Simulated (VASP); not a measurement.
# PbS (Fm-3m) in VASP: single point with HSE06

Aim: the single point of PbS with HSE06.

Everything below comes from runs of VASP 6.6.1. Logs are shortened: lines on timing, memory, paths and dates and some standing lists are left out, and cuts for length are marked.

## (1) The cell of the first run

It takes space group Fm-3m (No. 225, cubic). Conventional cell: a = 5.941 Å, b = 5.941 Å, c = 5.941 Å, α = 90.00°, β = 90.00°, γ = 90.00°. Pb (site symmetry m-3m) has 6 S at 2.97 Å within 3.9 Å. Within 3.9 Å of S (site symmetry m-3m) lie 6 Pb at 2.97 Å.

## (2) Single point, HSE06, non-collinear spin, zero start, spin-orbit coupling

POSCAR reads:

```
PbS
1.0
    0.0000000000      2.9705684010      2.9705684010
    2.9705684010      0.0000000000      2.9705684010
    2.9705684010      2.9705684010      0.0000000000
Pb S
1 1
Direct
    0.0000000000      0.0000000000      0.0000000000
    0.5000000000      0.5000000000      0.5000000000
```

INCAR.step1 reads:

```
PREC = Accurate ; ENCUT = 520
EDIFF = 1E-5 ; ISMEAR = -1
SIGMA = 0.02 ; LREAL = F
LASPH = T ; NELM = 150
ALGO = Normal ; ISIF = 2
LWAVE = T ; LNONCOLLINEAR = T
MAGMOM = 0 0 0 0 0 0 ; LORBIT = 11
LSORBIT = T ; GGA_COMPAT = F
LORBMOM = T ; GGA = PE
NBANDS = 32
```

INCAR.step2 reads:

```
PREC = Accurate ; ENCUT = 520
EDIFF = 1E-6 ; ISMEAR = -1
SIGMA = 0.02 ; LREAL = F
LASPH = T ; NELM = 150
ALGO = Normal ; ISIF = 2
LWAVE = F ; LCHARG = T
LNONCOLLINEAR = T ; MAGMOM = 0 0 0 0 0 0
LORBIT = 11 ; LSORBIT = T
GGA_COMPAT = F ; LORBMOM = T
GGA = PE ; LHFCALC = T
HFSCREEN = 0.2079 ; PRECFOCK = Normal
LVHAR = T ; ISTART = 1
NBANDS = 32
```

KPOINTS reads:

```
Automatic mesh
0
Gamma
  4 4 4
```

Potentials or basis: VASP PAW PBE potentials, release 64 (Pb_d, S).

On the command line:

```bash
$ cat potpaw_PBE.64/Pb_d/POTCAR potpaw_PBE.64/S/POTCAR > POTCAR
$ cp INCAR.step1 INCAR
$ mpirun -np 1 vasp_ncl > vasp.out
$ cp INCAR.step2 INCAR
$ mpirun -np 1 vasp_ncl > vasp.out
```

OUTCAR:

```text
PREC = Accurate
   ENCUT = 520
   EDIFF = 1E-6
   ISMEAR = -1
   LREAL = F
   LASPH = T
   NELM = 150
   ISIF = 2
   LNONCOLLINEAR = T
   LORBIT = 11
   LSORBIT = T
   GGA = PE
   LHFCALC = T
   HFSCREEN = 0.2079
   PRECFOCK = Normal
   ISTART = 1

 ion  position               nearest neighbor table
   1  0.000  0.000  0.000-   2 2.97   2 2.97   2 2.97   2 2.97   2 2.97   2 2.97
   2  0.500  0.500  0.500-   1 2.97   1 2.97   1 2.97   1 2.97   1 2.97   1 2.97

  LATTYP: Found a face centered cubic cell.
 ALAT       =     5.9411368020

  Lattice vectors:

 A1 = (   0.0000000000,   2.9705684010,   2.9705684010)
 A2 = (   2.9705684010,   0.0000000000,   2.9705684010)
 A3 = (   2.9705684010,   2.9705684010,   0.0000000000)

Analysis of symmetry for initial positions (statically):
=====================================================================
 Subroutine PRICEL returns:
 Original cell was already a primitive cell.

 Routine SETGRP: Setting up the symmetry group for a
 face centered cubic supercell.

 Subroutine GETGRP returns: Found 48 space group operations
 (whereof 48 operations were pure point group operations)
 out of a pool of 48 trial point group operations.

The static configuration has the point symmetry O_h .

Analysis of symmetry for dynamics (positions and initial velocities):
=====================================================================
 Subroutine PRICEL returns:
 Original cell was already a primitive cell.

 Routine SETGRP: Setting up the symmetry group for a
 face centered cubic supercell.

 Subroutine GETGRP returns: Found 48 space group operations
 (whereof 48 operations were pure point group operations)
 out of a pool of 48 trial point group operations.

The dynamic configuration has the point symmetry O_h .

Analysis of structural, dynamic, and magnetic symmetry:
=====================================================================
 Subroutine PRICEL returns:
 Original cell was already a primitive cell.

 Routine SETGRP: Setting up the symmetry group for a
 face centered cubic supercell.

 Subroutine GETGRP returns: Found 48 space group operations
 (whereof 48 operations were pure point group operations)
 out of a pool of 48 trial point group operations.

The overall configuration has the point symmetry O_h .

 Subroutine INISYM returns: Found 48 space group operations
 (whereof 48 operations are pure point group operations),
 and found     1 'primitive' translations

----------------------------------------------------------------------------------------

                                     Primitive cell

  volume of cell :      52.4262

  direct lattice vectors                    reciprocal lattice vectors
     0.000000000  2.970568401  2.970568401    -0.168317956  0.168317956  0.168317956
     2.970568401  0.000000000  2.970568401     0.168317956 -0.168317956  0.168317956
     2.970568401  2.970568401  0.000000000     0.168317956  0.168317956 -0.168317956

  length of vectors
     4.201018121  4.201018121  4.201018121     0.291535251  0.291535251  0.291535251

  position of ions in fractional coordinates (direct lattice)
     0.000000000  0.000000000  0.000000000
     0.500000000  0.500000000  0.500000000

  ion indices of the primitive-cell ions
   primitive index   ion index
                 1           1
                 2           2

----------------------------------------------------------------------------------------

 KPOINTS: Automatic mesh

Automatic generation of k-mesh.
 Grid dimensions read from file:
 generate k-points for:    4    4    4

 Generating k-lattice:

  Cartesian coordinates                     Fractional coordinates (reciprocal lattice)
    -0.042079489  0.042079489  0.042079489     0.250000000  0.000000000  0.000000000
     0.042079489 -0.042079489  0.042079489     0.000000000  0.250000000  0.000000000
     0.042079489  0.042079489 -0.042079489     0.000000000  0.000000000  0.250000000

  Length of vectors
     0.072883813  0.072883813  0.072883813

  Shift w.r.t. Gamma in fractional coordinates (k-lattice)
     0.000000000  0.000000000  0.000000000

 Subroutine IBZKPT returns following result:
 ===========================================

 Found      8 irreducible k-points:

 Following reciprocal coordinates:
            Coordinates               Weight
  0.000000  0.000000  0.000000      1.000000
  0.250000  0.000000  0.000000      8.000000
  0.500000  0.000000  0.000000      4.000000
  0.250000  0.250000  0.000000      6.000000
  0.500000  0.250000  0.000000     24.000000
[... 39 lines left out ...]
   IMIX   =      1    mixing-type and parameters
     AMIX     =   0.40;   BMIX     =  1.00
     AMIX_MAG =   1.60;   BMIX_MAG =  1.00
  volume/ion in A,a.u.               =      26.21       176.89
  Fermi-wavevector in a.u.,A,eV,Ry     =   1.187322  2.243714 19.180597  1.409734
  Thomas-Fermi vector in A             =   2.323476
   LORBIT       =     11    0 simple, 1 ext, 2 COOP (PROOUT), +10 PAW based schemes
   GGA     = PE    functional components
   LHFCALC =     T    Hartree Fock is set to
   PRECFOCK=normal    Normal, Fast or Accurate (Low or Medium for compatibility)
   ENCUT4O =  -1.0   cutoff for four orbital integrals eV
   NKREDX  =     1    reduce k-point grid by
   NKREDY  =     1    reduce k-point grid by
   NKREDZ  =     1    reduce k-point grid by
   AEXX    =    0.2500 exact exchange contribution
   HFSCREEN=    0.2079 screening length (either q_TF or 0.3 A-1)
   HFSCREENC=   0.2079 screening length for correlation (either q_TF or 0.3 A-1)
   ENCUTFOCK=  -1.0 apply spherical cutoff to Coloumb kernel
   IVDW    =     0    specifies the selected vdW correction
   LEPSILON=     F    determine dielectric tensor
   LRPA    =     F    only Hartree local field effects (RPA)
  energy-cutoff  :      520.00
  volume of cell :       52.43
 maximum number of plane-waves:      2856
  NGX = 24; NGY = 24; NGZ = 24

 number of electron      19.9999999 magnetization       0.0000000      0.0000000      0.0000000

 number of electron      19.9999999 magnetization      -0.0000000     -0.0000000      0.0000000

 number of electron      19.9999999 magnetization      -0.0000000     -0.0000000     -0.0000000

 Free energy of the ion-electron system (eV)
  ---------------------------------------------------
  ext. energy  EPLUGINS =         0.00000000
  ---------------------------------------------------
  free energy    TOTEN  =       -10.72631228 eV

  energy without entropy =      -10.72631169  energy(sigma->0) =      -10.72631199

 E-fermi :   5.6898     XC(G=0):  -8.0267

 val. band max:        5.4581219420   @ k =   0.5000   0.0000   0.0000
 cond. band min:       5.9214662390   @ k =   0.5000   0.0000   0.0000
 fundamental gap:      0.4633442970
 Fermi energy:         5.6897943173

 k-point     1 :       0.0000    0.0000    0.0000
  band No.  band energies     occupation
      1     -14.6772      1.00000
      2     -14.6772      1.00000
      3     -14.6772      1.00000
      4     -14.6772      1.00000
      5     -11.9991      1.00000
      6     -11.9991      1.00000
[... 269 lines left out ...]
     31      18.4823      0.00000
     32      18.4823      0.00000

------------------------ aborting loop because EDIFF is reached ----------------------------------------

  FORCE on cell =-STRESS in cart. coord.  units (eV):
  Direction    XX          YY          ZZ          XY          YZ          ZX
  --------------------------------------------------------------------------------------
  -------------------------------------------------------------------------------------
  Total        0.1960294      0.1960294      0.1960294     -0.0000000      0.0000000     -0.0000000
  in kB        5.9907758      5.9907758      5.9907758     -0.0000000      0.0000000     -0.0000000
  external PRESSURE =       5.9907758 kB  Pullay stress =       0.0000000 kB

 VOLUME and BASIS-vectors are now :
 -----------------------------------------------------------------------------
  energy-cutoff  :      520.00
  volume of cell :       52.43
      direct lattice vectors                 reciprocal lattice vectors
     0.000000000  2.970568401  2.970568401    -0.168317956  0.168317956  0.168317956
     2.970568401  0.000000000  2.970568401     0.168317956 -0.168317956  0.168317956
     2.970568401  2.970568401  0.000000000     0.168317956  0.168317956 -0.168317956

 POSITION                                       TOTAL-FORCE (eV/Angst)
 -----------------------------------------------------------------------------------
      0.00000      0.00000      0.00000         0.000000      0.000000     -0.000000
      2.97057      2.97057      2.97057        -0.000000     -0.000000      0.000000
 -----------------------------------------------------------------------------------
    total drift:                               -0.000001     -0.000001     -0.000001

  FREE ENERGIE OF THE ION-ELECTRON SYSTEM (eV)
  ---------------------------------------------------
  free  energy   TOTEN  =       -10.7263122783 eV

  energy  without entropy=      -10.7263116920  energy(sigma->0) =      -10.72631199

 orbital moment (x)

 # of ion     p       d       tot
 ----------------------------------------
  1         0.000   0.000   0.000
  2        -0.000   0.000  -0.000
 ----------------------------------------
           -0.000   0.000   0.000

 orbital moment (y)

 # of ion     p       d       tot
 ----------------------------------------
  1         0.000   0.000   0.000
  2        -0.000   0.000  -0.000
 ----------------------------------------
           -0.000   0.000  -0.000

 orbital moment (z)

 # of ion     p       d       tot
 ----------------------------------------
  1        -0.000   0.000   0.000
  2        -0.000   0.000  -0.000
 ----------------------------------------
           -0.000   0.000  -0.000

 Spin-Orbit-Coupling matrix elements

 Ion:    1  E_soc:     -0.6891566
 l=   1
     0.0000000    -0.0501049    -0.0501049
    -0.0501049     0.0000000    -0.0501049
    -0.0501049    -0.0501049     0.0000000
 l=   2
     0.0000000    -0.0130499     0.0000000    -0.0130498    -0.0517047
    -0.0130499     0.0000000    -0.0387785    -0.0130498    -0.0129262
     0.0000000    -0.0387785     0.0000000    -0.0387784     0.0000000
    -0.0130498    -0.0130498    -0.0387784     0.0000000    -0.0129262
    -0.0517047    -0.0129262     0.0000000    -0.0129262     0.0000000
 l=   3
     0.0000000     0.0000000     0.0000000     0.0000000     0.0000000     0.0000000     0.0000000
     0.0000000     0.0000000     0.0000000     0.0000000     0.0000000     0.0000000     0.0000000
     0.0000000     0.0000000     0.0000000     0.0000000     0.0000000     0.0000000     0.0000000
     0.0000000     0.0000000     0.0000000     0.0000000     0.0000000     0.0000000     0.0000000
     0.0000000     0.0000000     0.0000000     0.0000000     0.0000000     0.0000000     0.0000000
     0.0000000     0.0000000     0.0000000     0.0000000     0.0000000     0.0000000     0.0000000
     0.0000000     0.0000000     0.0000000     0.0000000     0.0000000     0.0000000     0.0000000

 Ion:    2  E_soc:     -0.0032537
 l=   1
     0.0000000    -0.0005423    -0.0005423
    -0.0005423     0.0000000    -0.0005423
    -0.0005423    -0.0005423     0.0000000
 l=   2
     0.0000000     0.0000000     0.0000000     0.0000000     0.0000000
     0.0000000     0.0000000     0.0000000     0.0000000     0.0000000
     0.0000000     0.0000000     0.0000000     0.0000000     0.0000000
     0.0000000     0.0000000     0.0000000     0.0000000     0.0000000
     0.0000000     0.0000000     0.0000000     0.0000000     0.0000000
 l=   3
     0.0000000     0.0000000     0.0000000     0.0000000     0.0000000     0.0000000     0.0000000
     0.0000000     0.0000000     0.0000000     0.0000000     0.0000000     0.0000000     0.0000000
     0.0000000     0.0000000     0.0000000     0.0000000     0.0000000     0.0000000     0.0000000
     0.0000000     0.0000000     0.0000000     0.0000000     0.0000000     0.0000000     0.0000000
     0.0000000     0.0000000     0.0000000     0.0000000     0.0000000     0.0000000     0.0000000
     0.0000000     0.0000000     0.0000000     0.0000000     0.0000000     0.0000000     0.0000000
     0.0000000     0.0000000     0.0000000     0.0000000     0.0000000     0.0000000     0.0000000

 total charge

# of ion       s       p       d       tot
------------------------------------------
    1        1.521   0.478   9.853  11.852
    2        1.342   2.354   0.000   3.697
--------------------------------------------------
tot          2.864   2.832   9.853  15.549

 magnetization (x)

# of ion       s       p       d       tot
------------------------------------------
    1       -0.000   0.000  -0.000  -0.000
    2        0.000  -0.000   0.000  -0.000
--------------------------------------------------
tot         -0.000   0.000  -0.000  -0.000

 magnetization (y)

# of ion       s       p       d       tot
------------------------------------------
    1       -0.000   0.000  -0.000  -0.000
    2        0.000  -0.000   0.000   0.000
--------------------------------------------------
tot          0.000   0.000  -0.000   0.000

 magnetization (z)

# of ion       s       p       d       tot
------------------------------------------
    1       -0.000   0.000  -0.000  -0.000
    2        0.000  -0.000   0.000  -0.000
--------------------------------------------------
tot         -0.000   0.000  -0.000  -0.000
```

It took 22 min on 1 thread of AMD EPYC 9755, shared host; peak memory 0.41 GiB.

What came out:

| Quantity | Value |
| --- | --- |
| Free energy | -10.7263 eV |
| Pressure | 0.6 GPa |
| Net moment | 0.00 μB per cell |
| Valence electrons inside the program's atomic spheres | Pb 11.85; S 3.70 |

Moments on the atoms (μB; x, y, z):
```
Pb  0.00 0.00 0.00
S   0.00 0.00 0.00
```

Caveat: the k points lie up to 0.46 Å⁻¹ apart; the PAW data sets were made with another functional, which shifts forces and pressure a little.
